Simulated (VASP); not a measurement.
Runs of VASP 6.6.1 on BP. The structure is that of space group F-43m (No. 216), or close to it. The cells are those of the table. 

| cell | gap on the mesh (eV) | pressure (GPa) |
| --- | --- | --- |
| a = 3.187 Å, angles 60.0°, 2 atoms | (d) | 4.4 |
| a = 3.165 Å, angles 60.0°, 2 atoms | 1.22 | 8.2 |
| a = 3.209 Å, angles 60.0°, 2 atoms | 1.27 | (a) |
| a = 3.272 Å, angles 60.0°, 2 atoms | (c) | -7.7 |
| a = 3.143 Å, angles 60.0°, 2 atoms | 1.19 | 12.4 |
| a = 3.230 Å, angles 60.0°, 2 atoms | 1.29 | -2.2 |
| a = 3.251 Å, angles 60.0°, 2 atoms | 1.32 | (b) |

Alike in all rows: task single point; level PBE; potentials or basis VASP PAW PBE potentials, release 64 (B, P); no spin polarisation; k mesh 8 × 8 × 8; cutoff (eV) 520; smearing methfessel-paxton 0.01 eV.

Problem. Fill in the values left out.

Solution. (a) 0.9; (b) -5.1; (c) 1.34; (d) 1.24.

A k mesh can miss the band edges.
